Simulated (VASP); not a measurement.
A run of VASP 6.6.1 is set up as follows.

Contents of INCAR:

```
SYSTEM = HfO2
PREC = Accurate
ENCUT = 600
EDIFF = 1E-6
ISMEAR = -1
SIGMA = 0.1
LREAL = .False.
LASPH = .True.
NELM = 100
ALGO = Normal
ISIF = 3
LWAVE = .False.
LCHARG = .False.
GGA = PE
IBRION = 2
NSW = 60
EDIFFG = -0.005
```

The input KPOINTS:

```
regular mesh
0
Gamma
  11 11 11
  0 0 0
```

POSCAR

```
HfO2
1.0
    0.0000000000      2.4662120743      2.4662120743
    2.4662120743      0.0000000000      2.4662120743
    2.4662120743      2.4662120743      0.0000000000
Hf O
1 2
Direct
    0.0000000000      0.0000000000      0.0000000000
    0.2500000000      0.2500000000      0.2500000000
    0.7500000000      0.7500000000      0.7500000000
```

Potentials or basis: VASP PAW PBE potentials, release 64 (Hf_pv, O).

The run is started by

```console
$ cat potpaw_PBE.64/Hf_pv/POTCAR potpaw_PBE.64/O/POTCAR > POTCAR
$ mpirun -np 1 vasp_std > vasp.out
```

Q: What does it give for the relaxed volume?

A: 10.87 Å³/atom.

Q: Predict the relaxed cell.

A: a = 3.586 Å, b = 3.586 Å, c = 3.586 Å, α = 60.00°, β = 60.00°, γ = 60.00°.

Q: Predict the band gap on the k mesh.

A: 3.87 eV, indirect (least direct gap 3.95 eV).

Step by step:
```
step  energy change (eV)  largest force (eV/Å)  pressure (GPa)  volume (Å³)
   1              0.0000                0.0000           25.06        30.00
   2              0.2298                0.0000          -25.41        37.32
   3             -0.1894                0.0000           -0.76        32.71
   4             -0.1896                0.0000           -0.11        32.62
   5             -0.1896                0.0000            0.31        32.57
   6             -0.1896                0.0000            0.32        32.57
   7             -0.1896                0.0000            0.30        32.58
   8             -0.1896                0.0000            0.28        32.58
   9             -0.1896                0.0000            0.28        32.58
  10             -0.1896                0.0000            0.28        32.58
  11             -0.1896                0.0000            0.28        32.58
  12             -0.1896                0.0000            0.28        32.58
  13             -0.1896                0.0000            0.28        32.58
  14             -0.1896                0.0000            0.27        32.58
  15             -0.1896                0.0000            0.24        32.59
  16             -0.1896                0.0000            0.13        32.60
  17             -0.1896                0.0000           -0.02        32.61
```

Caveat: spin-orbit coupling is left out, which moves the levels of the heavy elements. A k mesh can miss the band edges.
